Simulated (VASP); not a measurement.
# Ni in VASP: notebook

Ni is run at these levels: RPBE; tasks: single point, relaxation of cell and atoms.

Program: VASP 6.6.1. These are calculated values, not measurements. Logs are shortened: lines on timing, memory, paths and dates and some standing lists are left out, and cuts for length are marked.

## 1. The cell of the first run

The typed cell holds 2 atoms: a = 2.509 Å, b = 2.509 Å, c = 3.544 Å, α = 90.00°, β = 90.00°, γ = 90.00°.

## 2. Single point, RPBE, collinear spin, antiferromagnetic start

The input, INCAR:

```
ALGO = Normal ; EDIFF = 1E-7
ENCUT = 520 ; GGA = RP
ISIF = 2 ; ISMEAR = -1
ISPIN = 2 ; LASPH = True
LCHARG = True ; LELF = True
LMAXMIX = 4 ; LORBIT = 11
LREAL = False ; LVHAR = True
LWAVE = False ; MAGMOM = 0.8 -0.8
NBANDS = 21 ; NELM = 150
PREC = Accurate ; SIGMA = 0.05
```

The input, KPOINTS:

```
k-points
0
Gamma
  13 13 9
```

The input, POSCAR:

```
Ni
1.0
    2.5085318010      0.0000000000      0.0000000000
    0.0000000000      2.5085318010      0.0000000000
    0.0000000000      0.0000000000      3.5439335474
Ni
2
Direct
    0.0000000000      0.0000000000      0.0000000000
    0.5000000000      0.5000000000      0.5000000000
```

Potentials or basis: VASP PAW PBE potentials, release 64 (Ni).

Started as:

```
cat potpaw_PBE.64/Ni/POTCAR > POTCAR
mpirun -np 1 vasp_std > vasp.out
```

OUTCAR:

```text
EDIFF = 1E-7
   ENCUT = 520
   GGA = RP
   ISIF = 2
   ISMEAR = -1
   ISPIN = 2
   LASPH = True
   LORBIT = 11
   LREAL = False
   NELM = 150
   PREC = Accurate

 ion  position               nearest neighbor table
   1  0.000  0.000  0.000-   2 2.51   2 2.51   2 2.51   2 2.51   2 2.51   2 2.51   2 2.51   2 2.51

   2  0.500  0.500  0.500-   1 2.51   1 2.51   1 2.51   1 2.51   1 2.51   1 2.51   1 2.51   1 2.51

  LATTYP: Found a simple tetragonal cell.
 ALAT       =     2.5085318010
 C/A-ratio  =     1.4127520911

  Lattice vectors:

 A1 = (   2.5085318010,   0.0000000000,   0.0000000000)
 A2 = (   0.0000000000,   2.5085318010,   0.0000000000)
 A3 = (   0.0000000000,   0.0000000000,   3.5439335474)

Analysis of symmetry for initial positions (statically):
=====================================================================
 Subroutine PRICEL returns following result:

  LATTYP: Found a body centered tetragonal cell.
 ALAT       =     2.5085318010
 C/A-ratio  =     1.4127520911

  Lattice vectors:

 A1 = (  -1.2542659005,  -1.2542659005,  -1.7719667737)
 A2 = (   1.2542659005,   1.2542659005,  -1.7719667737)
 A3 = (   1.2542659005,  -1.2542659005,   1.7719667737)

   2 primitive cells build up your supercell.

 Routine SETGRP: Setting up the symmetry group for a
 simple tetragonal supercell.

 Subroutine GETGRP returns: Found 16 space group operations
 (whereof 16 operations were pure point group operations)
 out of a pool of 16 trial point group operations.

The static configuration has the point symmetry D_4h.

Analysis of symmetry for dynamics (positions and initial velocities):
=====================================================================
 Subroutine PRICEL returns following result:

  LATTYP: Found a body centered tetragonal cell.
 ALAT       =     2.5085318010
 C/A-ratio  =     1.4127520911

  Lattice vectors:

 A1 = (  -1.2542659005,  -1.2542659005,  -1.7719667737)
 A2 = (   1.2542659005,   1.2542659005,  -1.7719667737)
 A3 = (   1.2542659005,  -1.2542659005,   1.7719667737)

   2 primitive cells build up your supercell.

 Routine SETGRP: Setting up the symmetry group for a
 simple tetragonal supercell.

 Subroutine GETGRP returns: Found 16 space group operations
 (whereof 16 operations were pure point group operations)
 out of a pool of 16 trial point group operations.

The dynamic configuration has the point symmetry D_4h.

Analysis of structural, dynamic, and magnetic symmetry:
=====================================================================
 Subroutine PRICEL returns following result:

  LATTYP: Found a body centered tetragonal cell.
 ALAT       =     2.5085318010
 C/A-ratio  =     1.4127520911

  Lattice vectors:

 A1 = (  -1.2542659005,  -1.2542659005,  -1.7719667737)
 A2 = (   1.2542659005,   1.2542659005,  -1.7719667737)
 A3 = (   1.2542659005,  -1.2542659005,   1.7719667737)

   2 primitive cells build up your supercell.

 Routine SETGRP: Setting up the symmetry group for a
 simple tetragonal supercell.

 Subroutine GETGRP returns: Found 16 space group operations
 (whereof 16 operations were pure point group operations)
 out of a pool of 16 trial point group operations.

The overall configuration has the point symmetry D_4h.

 Subroutine INISYM returns: Found 16 space group operations
 (whereof 16 operations are pure point group operations),
 and found     2 'primitive' translations

----------------------------------------------------------------------------------------

                                     Primitive cell

  volume of cell :      11.1505

  direct lattice vectors                    reciprocal lattice vectors
    -1.254265901 -1.254265900 -1.771966774    -0.000000000 -0.398639555 -0.282172334
     1.254265901  1.254265900 -1.771966774     0.398639555  0.000000000 -0.282172334
     1.254265901 -1.254265901  1.771966774     0.398639555 -0.398639555  0.000000000

  length of vectors
     2.507235957  2.507235957  2.507235957     0.488400164  0.488400164  0.563761465

  position of ions in fractional coordinates (direct lattice)
     0.000000000  0.000000000  0.000000000

  ion indices of the primitive-cell ions
   primitive index   ion index
                 1           1

----------------------------------------------------------------------------------------

 KPOINTS: k-points

Automatic generation of k-mesh.
 Grid dimensions read from file:
 generate k-points for:   13   13    9

 Generating k-lattice:

  Cartesian coordinates                     Fractional coordinates (reciprocal lattice)
     0.030664581  0.000000000  0.000000000     0.076923077  0.000000000  0.000000000
     0.000000000  0.030664581  0.000000000     0.000000000  0.076923077  0.000000000
     0.000000000  0.000000000  0.031352482     0.000000000  0.000000000  0.111111111

  Length of vectors
     0.030664581  0.030664581  0.031352482

  Shift w.r.t. Gamma in fractional coordinates (k-lattice)
     0.000000000  0.000000000  0.000000000

 Subroutine IBZKPT returns following result:
 ===========================================

 Found    140 irreducible k-points:

 Following reciprocal coordinates:
            Coordinates               Weight
  0.000000  0.000000  0.000000      1.000000
  0.076923  0.000000  0.000000      4.000000
  0.153846  0.000000  0.000000      4.000000
  0.230769  0.000000  0.000000      4.000000
  0.307692  0.000000  0.000000      4.000000
  0.384615  0.000000  0.000000      4.000000
[... 16 lines left out ...]
  0.307692  0.307692  0.000000      4.000000
  0.384615  0.307692  0.000000      8.000000
 [... further k-points ...]
   k-points           NKPTS =    140   k-points in BZ     NKDIM =    140   number of bands    NBANDS=     21
   number of dos      NEDOS =    301   number of ions     NIONS =      2
   total plane-waves  NPLWV =  11200
   dimension x,y,z NGX =    20 NGY =   20 NGZ =   28
   dimension x,y,z NGXF=    40 NGYF=   40 NGZF=   56
   ions per type =               2
   NGX,Y,Z   is equivalent  to a cutoff of  13.25, 13.25, 13.13 a.u.
   NGXF,Y,Z  is equivalent  to a cutoff of  26.51, 26.51, 26.27 a.u.
 SYSTEM =  unknown system
   PREC   = accura    normal or accurate (medium, high low for compatibility)
   ISTART =      0    job   : 0-new  1-cont  2-samecut
   ICHARG =      2    charge: 1-file 2-atom 10-const
   ISPIN  =      2    spin polarized calculation?
   LNONCOLLINEAR =      F non collinear calculations
   LSORBIT =      F    spin-orbit coupling
   LASPH  =      T    aspherical Exc in radial PAW
   ENCUT  =  520.0 eV  38.22 Ry    6.18 a.u.   4.66  4.66  6.59*2*pi/ulx,y,z
   NELM   =    150;   NELMIN=  2; NELMDL= -5     # of ELM steps
   EDIFF  = 0.1E-06   stopping-criterion for ELM
   LREAL  =      F    real-space projection
   EDIFFG = 0.1E-05   stopping-criterion for IOM
   NSW    =      0    number of steps for IOM
   IBRION =     -1    ionic relax: 0-MD 1-quasi-New 2-CG
   NFREE  =      0    steps in history (QN), initial steepest desc. (CG)
   ISIF   =      2    stress and relaxation
   ISYM   =      2    0-nonsym 1-usesym 2-fastsym
   POTIM  = 0.5000    time-step for ionic-motion
   TEBEG  =    0.0;   TEEND  =   0.0 temperature during run
   PSTRESS=    0.0 pullay stress
   NELECT =      20.0000    total number of electrons
   NUPDOWN=      -1.0000    fix difference up-down
   EMIN   =  10.00;   EMAX   =-10.00  energy-range for DOS
   EFERMI =   0.00;   METHOD = LEGACY
   ISMEAR =    -1;   SIGMA  =   0.05  broadening in eV -4-tet -1-fermi 0-gaus
   EFERMI_NEDOS =   21; number of points for ismear=-14 and -15
   IALGO  =     38    algorithm
   IMIX   =      4    mixing-type and parameters
     AMIX     =   0.40;   BMIX     =  1.00
     AMIX_MAG =   1.60;   BMIX_MAG =  1.00
  volume/ion in A,a.u.               =      11.15        75.25
  Fermi-wavevector in a.u.,A,eV,Ry     =   1.578737  2.983381 33.911321  2.492412
  Thomas-Fermi vector in A             =   2.679223
   LORBIT       =     11    0 simple, 1 ext, 2 COOP (PROOUT), +10 PAW based schemes
   GGA     = RP    functional components
   LHFCALC =     F    Hartree Fock is set to
   AEXX    =    0.0000 exact exchange contribution
   IVDW    =     0    specifies the selected vdW correction
   LEPSILON=     F    determine dielectric tensor
   LRPA    =     F    only Hartree local field effects (RPA)
 spin polarized calculation
  energy-cutoff  :      520.00
  volume of cell :       22.30
 maximum number of plane-waves:       617
 NGX is ok and might be reduce to    20
   NGX =  9   NGY =  9   NGZ = 13

 number of electron      19.9999989 magnetization      -0.0000000

 number of electron      19.9999989 magnetization       0.0000000

 Free energy of the ion-electron system (eV)
  ---------------------------------------------------
  ext. energy  EPLUGINS =         0.00000000
  ---------------------------------------------------
  free energy    TOTEN  =        -9.80977671 eV

  energy without entropy =       -9.75504696  energy(sigma->0) =       -9.78241183

 E-fermi :   8.9964     XC(G=0): -12.9848

 val. band max:        8.9942995216   @ k =   0.4615   0.4615   0.0000
 cond. band min:       8.9998853678   @ k =   0.3077   0.1538   0.0000
 fundamental gap:      0.0055858463
 Fermi energy:         8.9964304281

 spin component 1

 k-point     1 :       0.0000    0.0000    0.0000
  band No.  band energies     occupation
      1       0.3290      1.00000
      2       4.8671      1.00000
      3       5.4374      1.00000
      4       7.2113      1.00000
      5       7.2113      1.00000
      6       7.2286      1.00000
[... 565 lines left out ...]
     20      33.1098      0.00000
     21      34.0368      0.00000

 [... further k-points ...]

 spin component 2

 k-point     1 :       0.0000    0.0000    0.0000
  band No.  band energies     occupation
      1       0.3290      1.00000
      2       4.8671      1.00000
      3       5.4374      1.00000
      4       7.2113      1.00000
      5       7.2113      1.00000
      6       7.2286      1.00000
[... 565 lines left out ...]
     20      33.1098      0.00000
     21      34.0368      0.00000

 [... further k-points ...]

------------------------ aborting loop because EDIFF is reached ----------------------------------------

  FORCE on cell =-STRESS in cart. coord.  units (eV):
  Direction    XX          YY          ZZ          XY          YZ          ZX
  --------------------------------------------------------------------------------------
  -------------------------------------------------------------------------------------
  Total        0.0253829      0.0253829      0.0343849      0.0000000      0.0000000      0.0000000
  in kB        1.8235865      1.8235865      2.4703201      0.0000000      0.0000000      0.0000000
  external PRESSURE =       2.0391643 kB  Pullay stress =       0.0000000 kB

 VOLUME and BASIS-vectors are now :
 -----------------------------------------------------------------------------
  energy-cutoff  :      520.00
  volume of cell :       22.30
      direct lattice vectors                 reciprocal lattice vectors
     2.508531801  0.000000000  0.000000000     0.398639555  0.000000000  0.000000000
     0.000000000  2.508531801  0.000000000     0.000000000  0.398639555  0.000000000
     0.000000000  0.000000000  3.543933547     0.000000000  0.000000000  0.282172334

 POSITION                                       TOTAL-FORCE (eV/Angst)
 -----------------------------------------------------------------------------------
      0.00000      0.00000      0.00000         0.000000      0.000000      0.000000
      1.25427      1.25427      1.77197        -0.000000     -0.000000      0.000000
 -----------------------------------------------------------------------------------
    total drift:                               -0.000000      0.000000      0.000000

  FREE ENERGIE OF THE ION-ELECTRON SYSTEM (eV)
  ---------------------------------------------------
  free  energy   TOTEN  =        -9.8097767052 eV

  energy  without entropy=       -9.7550469574  energy(sigma->0) =       -9.78241183

 total charge

# of ion       s       p       d       tot
------------------------------------------
    1        0.481   0.470   8.311   9.263
    2        0.481   0.470   8.311   9.263
--------------------------------------------------
tot          0.963   0.941  16.622  18.526

 magnetization (x)

# of ion       s       p       d       tot
------------------------------------------
    1       -0.000   0.002   0.141   0.142
    2        0.000  -0.002  -0.141  -0.142
--------------------------------------------------
tot          0.000   0.000   0.000   0.000
```

It took 3.8 min on 1 thread of Intel Xeon 8259CL, shared host; peak memory 0.21 GiB.

What came out:

```
Free energy                                           : -9.8098 eV
Pressure                                              : 0.2 GPa
Band gap on the k mesh                                : zero (filled and empty bands overlap)
Net moment                                            : 0.00 μB per cell
Site moments                                          : Ni +0.14, -0.14 μB
Valence electrons inside the program's atomic spheres : Ni 9.26
```

Levels at points of the mesh, in eV from the Fermi level:
Spin up:
| k point | band 8 | band 9 | band 10 | band 11 | band 12 | band 13 |
| --- | --- | --- | --- | --- | --- | --- |
| (0.00, 0.00, 0.00) | -0.73 | -0.04 | 0.16 | 0.16 | 2.62 | 9.34 |
Spin down:
```csv
k point,band 6,band 7,band 8,band 9,band 10,band 11,band 12,band 13,band 14,band 15
"(0.00, 0.00, 0.00)",-1.77,-0.74,-0.73,-0.04,0.16,0.16,2.62,9.34,14.80,14.80
```

Caveat: the PAW data sets were made with another functional, which shifts forces and pressure a little.

[end of part 1 of 2]
